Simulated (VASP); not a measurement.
A run of VASP 6.6.1 is set up as follows.

Contents of POSCAR:

```
MnAs
1.0
    3.7100000000      0.0000000000      0.0000000000
   -1.8550000000      3.2129542500      0.0000000000
    0.0000000000      0.0000000000      5.6910000000
Mn As
2 2
Direct
    0.0000000000      0.0000000000      0.0000000000
    0.0000000000      0.0000000000      0.5000000000
    0.3333333300      0.6666666700      0.2500000000
    0.6666666700      0.3333333300      0.7500000000
```

The input INCAR.step1:

```
SYSTEM = MnAs
PREC     = Accurate       ! precision mode
ENCUT    = 520            ! plane-wave cutoff, eV
ISMEAR   = -1             ! smearing method
SIGMA    = 0.05           ! smearing width, eV
LREAL    = .False.        ! projectors in reciprocal space
LASPH    = .True.         ! aspherical terms in the spheres
NELM     = 150            ! most SCF steps
ISPIN    = 2              ! spin polarisation
MAGMOM   = 4.5 4.5 0 0    ! initial moments
LMAXMIX  = 4              ! l up to which the mixer works
NBANDS   = 30             ! bands
GGA      = PE             ! functional
ALGO     = Normal         ! electronic algorithm
EDIFF    = 1E-4           ! SCF threshold, eV
LWAVE    = .True.         ! write WAVECAR
LCHARG   = .False.        ! write CHGCAR
```

File INCAR.step2:

```
SYSTEM = MnAs
PREC     = Accurate       ! precision mode
ENCUT    = 520            ! plane-wave cutoff, eV
EDIFF    = 1E-7           ! SCF threshold, eV
ISMEAR   = -1             ! smearing method
SIGMA    = 0.05           ! smearing width, eV
LREAL    = .False.        ! projectors in reciprocal space
LASPH    = .True.         ! aspherical terms in the spheres
NELM     = 150            ! most SCF steps
ALGO     = Normal         ! electronic algorithm
ISIF     = 2              ! what is computed and relaxed
LWAVE    = .False.        ! write WAVECAR
LCHARG   = .True.         ! write CHGCAR
ISPIN    = 2              ! spin polarisation
MAGMOM   = 4.5 4.5 0 0    ! initial moments
LORBIT   = 11             ! projections on sites
LMAXMIX  = 4              ! l up to which the mixer works
METAGGA  = R2SCAN         ! meta-GGA
LMIXTAU  = .True.       
LELF     = .True.         ! ELF
LVHAR    = .True.       
NBANDS   = 30             ! bands
ISTART   = 1
```

Contents of KPOINTS:

```
Automatic mesh
0
Gamma
  10 10 6
  0 0 0
```

Potentials or basis: VASP PAW PBE potentials, release 64 (Mn_pv, As).

Run with:

```console
$ cat potpaw_PBE.64/Mn_pv/POTCAR potpaw_PBE.64/As/POTCAR > POTCAR
$ cp INCAR.step1 INCAR
$ mpirun -np 1 vasp_std > vasp.out
$ cp INCAR.step2 INCAR
$ mpirun -np 1 vasp_std > vasp.out
```

Predict the net moment.

7.19 μB per cell.

Estimate the pressure.

1.8 GPa.

Stress tensor (GPa, compression positive):
```
2.02 0.00 0.00
0.00 2.02 0.00
0.00 0.00 1.37
```

Caveat: the PAW data sets were made with another functional, which shifts forces and pressure a little; only a ferromagnetic start was run, and an antiferromagnetic order may lie lower in energy.
